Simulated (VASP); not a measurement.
# CdTe (F-43m) in VASP: settings compared

The runs below take CdTe through single point, with pbesol exchange, pbe correlation.

All numbers are computed with VASP 6.6.1; they aren't measurements. Logs are shortened: lines on timing, memory, paths and dates and some standing lists are left out, and cuts for length are marked.

### 1 The cell of the first run

It takes space group F-43m (No. 216, cubic). Conventional cell: a = 6.494 Å, b = 6.494 Å, c = 6.494 Å, α = 90.00°, β = 90.00°, γ = 90.00°. Te (site symmetry -43m) has 4 Cd at 2.81 Å within 3.7 Å. Within 3.7 Å of Cd (site symmetry -43m) lie 4 Te at 2.81 Å.

### 2 Single point, pbesol exchange, pbe correlation (34.24 Å³/atom)

INCAR

```
SYSTEM = CdTe
PREC = Accurate
ENCUT = 500
EDIFF = 1E-6
ISMEAR = -5
SIGMA = 0.05
LREAL = .FALSE.
LASPH = .TRUE.
NELM = 120
ALGO = Normal
ISIF = 2
LWAVE = .FALSE.
LCHARG = .FALSE.
GGA = LIBXC
LIBXC1 = GGA_X_PBE_SOL
LIBXC2 = GGA_C_PBE
NBANDS = 16
GGA_COMPAT = .FALSE.
```

KPOINTS

```
regular mesh
0
G
  7 7 7
  0 0 0
```

POSCAR

```
CdTe
1.0
    0.0000000000      3.2471758892      3.2471758892
    3.2471758892      0.0000000000      3.2471758892
    3.2471758892      3.2471758892      0.0000000000
Te Cd
1 1
Direct
    0.7500000000      0.7500000000      0.7500000000
    0.0000000000      0.0000000000      0.0000000000
```

Potentials or basis: VASP PAW PBE potentials, release 64 (Te, Cd).

The run is started by

```console
$ cat potpaw_PBE.64/Te/POTCAR potpaw_PBE.64/Cd/POTCAR > POTCAR
$ mpirun -np 1 vasp_std > vasp.out
```

OUTCAR:

```text
SYSTEM = CdTe
   PREC = Accurate
   ENCUT = 500
   EDIFF = 1E-6
   ISMEAR = -5
   LREAL = .FALSE.
   LASPH = .TRUE.
   NELM = 120
   ISIF = 2
   GGA = LIBXC

 ion  position               nearest neighbor table
   1  0.750  0.750  0.750-   2 2.81   2 2.81   2 2.81   2 2.81
   2  0.000  0.000  0.000-   1 2.81   1 2.81   1 2.81   1 2.81

  LATTYP: Found a face centered cubic cell.
 ALAT       =     6.4943517784

  Lattice vectors:

 A1 = (   0.0000000000,   3.2471758892,   3.2471758892)
 A2 = (   3.2471758892,   0.0000000000,   3.2471758892)
 A3 = (   3.2471758892,   3.2471758892,   0.0000000000)

Analysis of symmetry for initial positions (statically):
=====================================================================
 Subroutine PRICEL returns:
 Original cell was already a primitive cell.

 Routine SETGRP: Setting up the symmetry group for a
 face centered cubic supercell.

 Subroutine GETGRP returns: Found 24 space group operations
 (whereof 24 operations were pure point group operations)
 out of a pool of 48 trial point group operations.

The static configuration has the point symmetry T_d .

Analysis of symmetry for dynamics (positions and initial velocities):
=====================================================================
 Subroutine PRICEL returns:
 Original cell was already a primitive cell.

 Routine SETGRP: Setting up the symmetry group for a
 face centered cubic supercell.

 Subroutine GETGRP returns: Found 24 space group operations
 (whereof 24 operations were pure point group operations)
 out of a pool of 48 trial point group operations.

The dynamic configuration has the point symmetry T_d .

 Subroutine INISYM returns: Found 24 space group operations
 (whereof 24 operations are pure point group operations),
 and found     1 'primitive' translations

----------------------------------------------------------------------------------------

                                     Primitive cell

  volume of cell :      68.4774

  direct lattice vectors                    reciprocal lattice vectors
     0.000000000  3.247175889  3.247175889    -0.153979956  0.153979956  0.153979956
     3.247175889  0.000000000  3.247175889     0.153979956 -0.153979956  0.153979956
     3.247175889  3.247175889  0.000000000     0.153979956  0.153979956 -0.153979956

  length of vectors
     4.592200182  4.592200182  4.592200182     0.266701107  0.266701107  0.266701107

  position of ions in fractional coordinates (direct lattice)
     0.750000000  0.750000000  0.750000000
     0.000000000  0.000000000  0.000000000

  ion indices of the primitive-cell ions
   primitive index   ion index
                 1           1
                 2           2

----------------------------------------------------------------------------------------

 KPOINTS: regular mesh

Automatic generation of k-mesh.
 Grid dimensions read from file:
 generate k-points for:    7    7    7

 Generating k-lattice:

  Cartesian coordinates                     Fractional coordinates (reciprocal lattice)
    -0.021997137  0.021997137  0.021997137     0.142857143  0.000000000  0.000000000
     0.021997137 -0.021997137  0.021997137     0.000000000  0.142857143  0.000000000
     0.021997137  0.021997137 -0.021997137     0.000000000  0.000000000  0.142857143

  Length of vectors
     0.038100158  0.038100158  0.038100158

  Shift w.r.t. Gamma in fractional coordinates (k-lattice)
     0.000000000  0.000000000  0.000000000

 TETIRR: Found     58 inequivalent tetrahedra from     2058

 Subroutine IBZKPT returns following result:
 ===========================================

 Found     20 irreducible k-points:

 Following reciprocal coordinates:
            Coordinates               Weight
  0.000000  0.000000  0.000000      1.000000
  0.142857  0.000000  0.000000      8.000000
  0.285714  0.000000  0.000000      8.000000
  0.428571  0.000000  0.000000      8.000000
  0.142857  0.142857  0.000000      6.000000
  0.285714  0.142857  0.000000     24.000000
[... 12 lines left out ...]
 -0.428571  0.428571  0.142857     24.000000
 -0.285714  0.428571  0.142857     24.000000
   k-points           NKPTS =     20   k-points in BZ     NKDIM =     20   number of bands    NBANDS=     16
   number of dos      NEDOS =    301   number of ions     NIONS =      2
   total plane-waves  NPLWV =  46656
   dimension x,y,z NGX =    36 NGY =   36 NGZ =   36
   dimension x,y,z NGXF=    72 NGYF=   72 NGZF=   72
   ions per type =               1   1
   NGX,Y,Z   is equivalent  to a cutoff of  13.03, 13.03, 13.03 a.u.
   NGXF,Y,Z  is equivalent  to a cutoff of  26.07, 26.07, 26.07 a.u.
 SYSTEM =  CdTe
   PREC   = accura    normal or accurate (medium, high low for compatibility)
   ISTART =      0    job   : 0-new  1-cont  2-samecut
   ICHARG =      2    charge: 1-file 2-atom 10-const
   ISPIN  =      1    spin polarized calculation?
   LNONCOLLINEAR =      F non collinear calculations
   LSORBIT =      F    spin-orbit coupling
   LASPH  =      T    aspherical Exc in radial PAW
   ENCUT  =  500.0 eV  36.75 Ry    6.06 a.u.   8.37  8.37  8.37*2*pi/ulx,y,z
   NELM   =    120;   NELMIN=  2; NELMDL= -5     # of ELM steps
   EDIFF  = 0.1E-05   stopping-criterion for ELM
   LREAL  =      F    real-space projection
   EDIFFG = 0.1E-04   stopping-criterion for IOM
   NSW    =      0    number of steps for IOM
   IBRION =     -1    ionic relax: 0-MD 1-quasi-New 2-CG
   NFREE  =      0    steps in history (QN), initial steepest desc. (CG)
   ISIF   =      2    stress and relaxation
   ISYM   =      2    0-nonsym 1-usesym 2-fastsym
   POTIM  = 0.5000    time-step for ionic-motion
   TEBEG  =    0.0;   TEEND  =   0.0 temperature during run
   PSTRESS=    0.0 pullay stress
   NELECT =      18.0000    total number of electrons
   NUPDOWN=      -1.0000    fix difference up-down
   EMIN   =  10.00;   EMAX   =-10.00  energy-range for DOS
   EFERMI =   0.00;   METHOD = LEGACY
   ISMEAR =    -5;   SIGMA  =   0.05  broadening in eV -4-tet -1-fermi 0-gaus
   EFERMI_NEDOS =   21; number of points for ismear=-14 and -15
   IALGO  =     38    algorithm
   IMIX   =      4    mixing-type and parameters
     AMIX     =   0.40;   BMIX     =  1.00
     AMIX_MAG =   1.60;   BMIX_MAG =  1.00
  volume/ion in A,a.u.               =      34.24       231.05
  Fermi-wavevector in a.u.,A,eV,Ry     =   1.048697  1.981749 14.963205  1.099765
  Thomas-Fermi vector in A             =   2.183629
   LORBIT       =      0    0 simple, 1 ext, 2 COOP (PROOUT), +10 PAW based schemes
   GGA     = LIBXC    functional components
   LHFCALC =     F    Hartree Fock is set to
   AEXX    =    0.0000 exact exchange contribution
   IVDW    =     0    specifies the selected vdW correction
   LEPSILON=     F    determine dielectric tensor
   LRPA    =     F    only Hartree local field effects (RPA)
 non-spin polarized calculation
 Fermi weights with tetrahedron method with Bloechl corrections
  energy-cutoff  :      500.00
  volume of cell :       68.48
 maximum number of plane-waves:      1807
 NGX is ok and might be reduce to    36
   NGX = 17   NGY = 17   NGZ = 17

 number of electron      17.9999998 magnetization

 Free energy of the ion-electron system (eV)
  ---------------------------------------------------
  ext. energy  EPLUGINS =         0.00000000
  ---------------------------------------------------
  free energy    TOTEN  =        -5.54939667 eV

  energy without entropy =       -5.54939667  energy(sigma->0) =       -5.54939667

 E-fermi :   2.2282     XC(G=0):  -8.7174

 val. band max:        2.2159607915   @ k =   0.0000   0.0000   0.0000
 cond. band min:       2.9037078788   @ k =   0.0000   0.0000   0.0000
 fundamental gap:      0.6877470873
 Fermi energy:         2.2281987842

 k-point     1 :       0.0000    0.0000    0.0000
  band No.  band energies     occupation
      1      -8.9429      2.00000
      2      -5.9913      2.00000
      3      -5.9913      2.00000
      4      -5.9913      2.00000
      5      -5.7290      2.00000
      6      -5.7290      2.00000
[... 8 lines left out ...]
     15      11.5130      0.00000
     16      11.5130      0.00000

 k-point     2 :       0.1429    0.0000    0.0000
  band No.  band energies     occupation
      1      -8.8669      2.00000
      2      -5.9771      2.00000
      3      -5.9771      2.00000
      4      -5.9327      2.00000
      5      -5.7301      2.00000
      6      -5.7301      2.00000
[... 8 lines left out ...]
     15      10.6919      0.00000
     16      10.6919      0.00000

 k-point     3 :       0.2857    0.0000    0.0000
  band No.  band energies     occupation
      1      -8.6948      2.00000
      2      -5.9484      2.00000
      3      -5.9484      2.00000
      4      -5.7325      2.00000
      5      -5.7283      2.00000
      6      -5.7283      2.00000
[... 8 lines left out ...]
     15      10.7051      0.00000
     16      10.7051      0.00000

 k-point     4 :       0.4286    0.0000    0.0000
  band No.  band energies     occupation
      1      -8.5582      2.00000
      2      -5.9301      2.00000
      3      -5.9301      2.00000
      4      -5.7215      2.00000
      5      -5.7215      2.00000
      6      -5.4459      2.00000
[... 8 lines left out ...]
     15      11.9236      0.00000
     16      11.9236      0.00000
[... 248 lines left out ...]
 k-point    18 :      -0.4286    0.2857    0.1429
  band No.  band energies     occupation
      1      -8.4778      2.00000
      2      -5.8973      2.00000
      3      -5.8852      2.00000
      4      -5.7545      2.00000
      5      -5.7218      2.00000
      6      -5.3157      2.00000
[... 8 lines left out ...]
     15      12.0763      0.00000
     16      12.9694      0.00000

 k-point    19 :      -0.4286    0.4286    0.1429
  band No.  band energies     occupation
      1      -8.4357      2.00000
      2      -5.8629      2.00000
      3      -5.8611      2.00000
      4      -5.7855      2.00000
      5      -5.7114      2.00000
      6      -5.2575      2.00000
[... 8 lines left out ...]
     15      12.8326      0.00000
     16      13.6569      0.00000

 k-point    20 :      -0.2857    0.4286    0.1429
  band No.  band energies     occupation
      1      -8.4258      2.00000
      2      -5.8766      2.00000
      3      -5.8619      2.00000
      4      -5.7609      2.00000
      5      -5.7256      2.00000
      6      -5.1917      2.00000
[... 8 lines left out ...]
     15      12.2741      0.00000
     16      14.0853      0.00000

------------------------ aborting loop because EDIFF is reached ----------------------------------------

  FORCE on cell =-STRESS in cart. coord.  units (eV):
  Direction    XX          YY          ZZ          XY          YZ          ZX
  --------------------------------------------------------------------------------------
  -------------------------------------------------------------------------------------
  Total       -0.1273278     -0.1273278     -0.1273278     -0.0000000      0.0000000      0.0000000
  in kB       -2.9791080     -2.9791080     -2.9791080     -0.0000000      0.0000000      0.0000000
  external PRESSURE =      -2.9791080 kB  Pullay stress =       0.0000000 kB

 VOLUME and BASIS-vectors are now :
 -----------------------------------------------------------------------------
  energy-cutoff  :      500.00
  volume of cell :       68.48
      direct lattice vectors                 reciprocal lattice vectors
     0.000000000  3.247175889  3.247175889    -0.153979956  0.153979956  0.153979956
     3.247175889  0.000000000  3.247175889     0.153979956 -0.153979956  0.153979956
     3.247175889  3.247175889  0.000000000     0.153979956  0.153979956 -0.153979956

 POSITION                                       TOTAL-FORCE (eV/Angst)
 -----------------------------------------------------------------------------------
      4.87076      4.87076      4.87076        -0.000000     -0.000000     -0.000000
      0.00000      0.00000      0.00000         0.000000      0.000000      0.000000
 -----------------------------------------------------------------------------------
    total drift:                               -0.000000     -0.000000     -0.000000

  FREE ENERGIE OF THE ION-ELECTRON SYSTEM (eV)
  ---------------------------------------------------
  free  energy   TOTEN  =        -5.5493966682 eV

  energy  without entropy=       -5.5493966682  energy(sigma->0) =       -5.54939667
```

It took 23 s on 1 thread of AMD EPYC 7R43 (Zen 3), shared host; peak memory 0.18 GiB.

What came out:

| Item | Value |
| --- | --- |
| Free energy | -5.5494 eV |
| Pressure | -0.3 GPa |
| Band gap on the k mesh | 0.69 eV |

Levels at points of the mesh, in eV from the valence-band top:
| k point | band 5 | band 6 | band 7 | band 8 | band 9 | band 10 | band 11 | band 12 | band 13 | band 14 |
| --- | --- | --- | --- | --- | --- | --- | --- | --- | --- | --- |
| (0.00, 0.00, 0.00) | -7.95 | -7.95 | 0.00 | 0.00 | 0.00 | 0.69 | 4.54 | 4.54 | 4.54 | 7.29 |

Caveat: the PAW data sets were made with another functional, which shifts forces and pressure a little; spin-orbit coupling is left out, which moves the levels of the heavy elements.

### 3 Single point, pbesol exchange, pbe correlation (34.90 Å³/atom)

This run uses another cell than the first one, of 34.90 Å³/atom.

INCAR

```
PREC = Accurate
ENCUT = 500
EDIFF = 1E-6
ISMEAR = -5
SIGMA = 0.05
LREAL = False
LASPH = True
NELM = 120
ALGO = Normal
ISIF = 2
LWAVE = False
LCHARG = True
GGA = LIBXC
LIBXC1 = GGA_X_PBE_SOL
LIBXC2 = GGA_C_PBE
LELF = True
LVHAR = True
NBANDS = 16
GGA_COMPAT = False
```

KPOINTS

```
regular mesh
0
Gamma
  7 7 7
```

POSCAR

```
CdTe
1.0
    0.0000000000      3.2678590959      3.2678590959
    3.2678590959      0.0000000000      3.2678590959
    3.2678590959      3.2678590959      0.0000000000
Te Cd
1 1
Direct
    0.7500000000      0.7500000000      0.7500000000
    0.0000000000      0.0000000000      0.0000000000
```

Potentials or basis: VASP PAW PBE potentials, release 64 (Te, Cd).

The run is started by

```console
$ cat potpaw_PBE.64/Te/POTCAR potpaw_PBE.64/Cd/POTCAR > POTCAR
$ mpirun -np 1 vasp_std > vasp.out
```

Run time: 26 s. Hardware: 1 thread of AMD EPYC 7R43 (Zen 3), shared host; peak memory 0.18 GiB.

Results (log left out):

```
Free energy            : -5.5439 eV
Pressure               : -1.0 GPa
Band gap on the k mesh : 0.63 eV
```

Levels at points of the mesh, in eV from the valence-band top:
| k point | band 7 | band 8 | band 9 | band 10 | band 11 | band 12 |
| --- | --- | --- | --- | --- | --- | --- |
| (0.00, 0.00, 0.00) | 0.00 | 0.00 | 0.00 | 0.63 | 4.56 | 4.56 |

Caveat: the PAW data sets were made with another functional, which shifts forces and pressure a little; spin-orbit coupling is left out, which moves the levels of the heavy elements.
